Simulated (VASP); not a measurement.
Write the native input for VASP 6.6.1 that does the following.

```
Task                   : single point
Functional             : LDA
Potentials or basis    : VASP PAW LDA potentials, release 64 (Ta_pv, H)
Cutoff                 : 520 eV
k mesh                 : 6 × 6 × 1
Occupations            : gaussian, width 0.1 eV
Spin                   : no spin polarisation
Dipole correction      : yes
Further INCAR settings : ALGO = Normal; EDIFF = 1e-06; NBANDS = 44
```

The structure of Ta3H lies in POSCAR:

```
Ta3H
1.0
    4.6002247492      0.0000000000      0.0000000000
   -2.3001123746      3.9839114959      0.0000000000
    0.0000000000      0.0000000000     22.4017722044
Ta H
6 2
Direct
    0.6666666667      0.3333333333      0.1785573018
    0.3333333333      0.6666666667      0.2204743848
    0.0000000000      0.0000000000      0.2623914678
    0.6666666667      0.3333333333      0.3016814391
    0.3333333333      0.6666666667      0.3385386112
    0.0000000000      0.0000000000      0.3750494438
    0.2518155770      0.6666666667      0.4911116899
    0.4148510896      0.6666666667      0.4911116899
```

One way to write it, as run:

INCAR

```
SYSTEM = Ta3H
ALGO     = Normal         ! electronic algorithm
DIPOL    = 0.5 0.5 0.332
EDIFF    = 1E-6           ! SCF threshold, eV
ENCUT    = 520            ! plane-wave cutoff, eV
GGA      = CA             ! functional
IDIPOL   = 3            
ISIF     = 2              ! what is computed and relaxed
ISMEAR   = 0              ! smearing method
LASPH    = .TRUE.         ! aspherical terms in the spheres
LCHARG   = .TRUE.         ! write CHGCAR
LDIPOL   = .TRUE.       
LELF     = .TRUE.         ! ELF
LREAL    = .FALSE.        ! projectors in reciprocal space
LVACPOTAV= .TRUE.       
LVHAR    = .TRUE.       
LWAVE    = .FALSE.        ! write WAVECAR
NBANDS   = 44             ! bands
NELM     = 60             ! most SCF steps
PREC     = Accurate       ! precision mode
SIGMA    = 0.1            ! smearing width, eV
```

KPOINTS

```
k-points
0
G
  6 6 1
  0 0 0
```

Potentials or basis: VASP PAW LDA potentials, release 64 (Ta_pv, H).

Run with:

```sh
$ cat potpaw_LDA.64/Ta_pv/POTCAR potpaw_LDA.64/H/POTCAR > POTCAR
$ mpirun -np 1 vasp_std > vasp.out
```

Results of the run:

```json
{"Largest force": "2.045 eV/Å", "Band gap on the k mesh": "0.04 eV (least direct gap 0.11 eV)"}
```

Caveat: the smearing spreads over this small gap; spin-orbit coupling is left out, which moves the levels of the heavy elements.

Wall time 11 min on 1 thread of Intel(R) Xeon(R) Platinum 8259CL CPU @ 2.50GHz (Skylake/Cascade Lake), with other jobs on the host, peak memory 0.47 GiB.
